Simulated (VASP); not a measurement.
Here is a VASP 6.6.1 calculation.

INCAR

```
SYSTEM = TiAl3
  ALGO = Fast
  EDIFF = 1E-6
  ENCUT = 520
  GGA = PS
  ISIF = 2
  ISMEAR = 0
  LASPH = .TRUE.
  LCHARG = .TRUE.
  LELF = .TRUE.
  LREAL = .FALSE.
  LVHAR = .TRUE.
  LWAVE = .FALSE.
  NBANDS = 18
  NELM = 80
  PREC = Accurate
  SIGMA = 0.15
```

File KPOINTS:

```
k-points
0
G
  18 18 18
  0 0 0
```

The input POSCAR:

```
TiAl3
1.0
   -1.9077740735      1.9077740735      4.2769968080
    1.9077740735     -1.9077740735      4.2769968080
    1.9077740735      1.9077740735     -4.2769968080
Ti Al
1 3
Direct
   -0.0058457952     -0.0058457952      0.0000000000
    0.5105214014      0.5105214014      0.0000000000
    0.7499247093      0.2499247093      0.5000000000
    0.2499247093      0.7499247093      0.5000000000
```

Potentials or basis: VASP PAW PBE potentials, release 64 (Ti_sv, Al).

Launch:

```console
$ cat potpaw_PBE.64/Ti_sv/POTCAR potpaw_PBE.64/Al/POTCAR > POTCAR
$ mpirun -np 1 vasp_std > vasp.out
```

**Question.** What does it give for the largest force?

**Answer.** 0.375 eV/Å.

**Question.** What does it give for the pressure?

**Answer.** 0.3 GPa.

**Question.** Estimate the band gap on the k mesh.

**Answer.** Zero (an odd number of electrons rules out a gap without spin polarisation).

Forces in eV/Å, atoms in the order of the input:
```
Ti   0.000  0.000  0.365
Al   0.000  0.000 -0.375
Al   0.000  0.000  0.005
Al   0.000  0.000  0.005
```

Caveat: the cell differs from its parent crystal (atoms displaced along a vibrational mode); the PAW data sets were made with another functional, which shifts forces and pressure a little.
